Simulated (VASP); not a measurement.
Runs of VASP 6.6.1 on Ba. The structure is that of space group R-3m (No. 166), or close to it. The cells are those of the table. 

| cell | further INCAR settings | gap on the mesh (eV) | pressure (GPa) |
| --- | --- | --- | --- |
| a = 4.012 Å, angles 101.4°, 1 atom | ALGO = Fast; EDIFF = 1e-07; NBANDS = 11 | none | -0.3 |
| a = 3.940 Å, angles 95.9°, 1 atom | ALGO = Fast; EDIFF = 1e-07; NBANDS = 11 | none | (a) |
| a = 4.191 Å, angles 67.3°, 1 atom | ALGO = Fast; EDIFF = 1e-07; NBANDS = 11 | none | -0.1 |
| a = 4.028 Å, angles 75.7°, 1 atom | ALGO = Fast; EDIFF = 1e-06; NBANDS = 11 | none | -0.1 |
| a = 3.948 Å, angles 82.7°, 1 atom | ALGO = Fast; EDIFF = 1e-06; NBANDS = 11 | none | -0.3 |
| a = 4.120 Å, angles 105.7°, 1 atom | ALGO = Fast; EDIFF = 1e-06; NBANDS = 11 | none | -0.2 |

Alike in all rows: task single point; level PBEsol; potentials or basis VASP PAW PBE potentials, release 64 (Ba_sv); no spin polarisation; k mesh 14 × 14 × 14; cutoff (eV) 520; smearing gaussian 0.15 eV.

Task: Estimate the missing entries.

Result: (a) -0.4.

Caveats: the PAW data sets were made with another functional, which shifts forces and pressure a little; spin-orbit coupling is left out, which moves the levels of the heavy elements.

A k mesh can miss the band edges, and the runs leave out spin-orbit coupling on Ba.

A gap of «none» marks levels without a gap at the run's occupations.
